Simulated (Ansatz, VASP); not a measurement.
# InAs in VASP and in Ansatz

```
In As
1.0
     0.00000    3.05356    3.05356
     3.05356    0.00000    3.05356
     3.05356    3.05356    0.00000
In As
1 1
Cartesian
  0.0000 0.0000 0.0000
  1.5268 1.5268 1.5268
```

Alike in both runs: task relaxation of cell and atoms; functional PBE; k mesh 12 × 12 × 12; occupations gaussian, width 0.1 eV; no spin polarisation.

|  | VASP | Ansatz |
| --- | --- | --- |
| version | VASP 6.6.1 | Ansatz 0.2.0 |
| potentials or method | VASP PAW PBE potentials, release 64 (In_d, As), cutoff 500 eV | scalar-relativistic, plane waves, PAW |
| valence electrons in the cell | 18 | 28 |

VASP gave:

```
gap on the k mesh at the Fermi level, each at its own relaxed structure (eV)  : none
relaxed volume (Å³/atom)                                                      : 29.63
relaxed length of the cell vector where the two differ most in proportion (Å) : 4.376
```

Question: Which values does Ansatz return?

Answer: gap on the k mesh at the Fermi level, each at its own relaxed structure (eV): none; relaxed volume (Å³/atom): 29.60; relaxed length of the cell vector where the two differ most in proportion (Å): 4.374.

A gap of «none» marks a metal or a gap that the smearing closes. VASP's potentials hold 18 valence electrons a cell and Ansatz's 28, so a difference there can come from the potentials and not from the codes.
